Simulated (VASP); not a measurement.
Wanted: the native input for a VASP 6.6.1 run.

```yaml
Task: single point
Functional: LDA
Potentials_or_basis: VASP PAW LDA potentials, release 64 (In_d, Cu)
Cutoff: 520 eV
k_mesh: 6 × 6 × 5
Occupations: fermi-dirac, width 0.1 eV
Spin: no spin polarisation
Dipole_correction: no
Further_INCAR_settings: ALGO = Normal; EDIFF = 1e-06; NBANDS = 44
```

The structure of InCu2 lies in POSCAR:

```
InCu2
1.0
    4.2362618043      0.0000000000      0.0000000000
   -2.1181309022      3.6687104467      0.0000000000
    0.0000000000      0.0000000000      5.1620778170
In Cu
2 4
Direct
    0.3333333333      0.6666666667      0.7500000000
    0.6666666667      0.3333333333      0.2500000000
    0.3333333333      0.6666666667      0.2500000000
    0.6666666667      0.3333333333      0.7500000000
    0.0000000000      0.0000000000      0.0000000000
    0.0000000000      0.0000000000      0.5000000000
```

One way to write it, as run:

INCAR

```
SYSTEM = InCu2
  PREC = Accurate
  ENCUT = 520
  EDIFF = 1E-6
  ISMEAR = -1
  SIGMA = 0.1
  LREAL = .FALSE.
  LASPH = .TRUE.
  NELM = 100
  ALGO = Normal
  ISIF = 2
  LWAVE = .FALSE.
  LCHARG = .FALSE.
  NBANDS = 44
```

KPOINTS

```
regular mesh
0
G
  6 6 5
  0 0 0
```

Potentials or basis: VASP PAW LDA potentials, release 64 (In_d, Cu).

The run is started by

```sh
$ cat potpaw_LDA.64/In_d/POTCAR potpaw_LDA.64/Cu/POTCAR > POTCAR
$ mpirun -np 1 vasp_std > vasp.out
```

It gave:

```yaml
Pressure: 8.8 GPa
Band_gap_on_the_k_mesh: zero (band 35 reaches 12.96 eV, above the bottom of band 36 at 8.17 eV)
```

Caveat: spin-orbit coupling is left out, which moves the levels of the heavy elements.

Run time: 70 s on 1 thread of Intel(R) Xeon(R) Platinum 8488C (Sapphire Rapids) (shared host), peak memory 0.19 GiB.
